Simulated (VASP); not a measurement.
Write the native input for VASP 6.6.1 that does the following.

```
Task                   : single point
Functional             : PBEsol
Potentials or basis    : VASP PAW PBE potentials, release 64 (Sb)
Cutoff                 : 520 eV
k mesh                 : 13 × 13 × 13
Occupations            : fermi-dirac, width 0.1 eV
Spin                   : no spin polarisation
Dipole correction      : no
Further INCAR settings : ALGO = Normal; EDIFF = 1e-06; NBANDS = 8
```

The structure of Sb lies in POSCAR:

```
Sb
1.0
    0.0000000000      2.3872605634      2.3872605634
    2.3872605634      0.0000000000      2.3872605634
    2.3872605634      2.3872605634      0.0000000000
Sb
1
Direct
    0.0000000000      0.0000000000      0.0000000000
```

This cell differs from its parent crystal: volume scaled by 1.04.

One way to write it, as run:

INCAR

```
SYSTEM = Sb
PREC = Accurate
ENCUT = 520
EDIFF = 1E-6
ISMEAR = -1
SIGMA = 0.1
LREAL = .FALSE.
LASPH = .TRUE.
NELM = 60
ALGO = Normal
ISIF = 2
LWAVE = .FALSE.
LCHARG = .TRUE.
GGA = PS
LELF = .TRUE.
LVHAR = .TRUE.
NBANDS = 8
```

KPOINTS

```
regular mesh
0
G
  13 13 13
  0 0 0
```

Potentials or basis: VASP PAW PBE potentials, release 64 (Sb).

Launch:

```bash
$ cat potpaw_PBE.64/Sb/POTCAR > POTCAR
$ mpirun -np 1 vasp_std > vasp.out
```

Results of the run:

```yaml
Pressure: -2.4 GPa
```

Caveat: the PAW data sets were made with another functional, which shifts forces and pressure a little.

Run time: 25 s on 1 thread of Intel Xeon 8259CL, with other jobs on the host, peak memory 0.16 GiB.
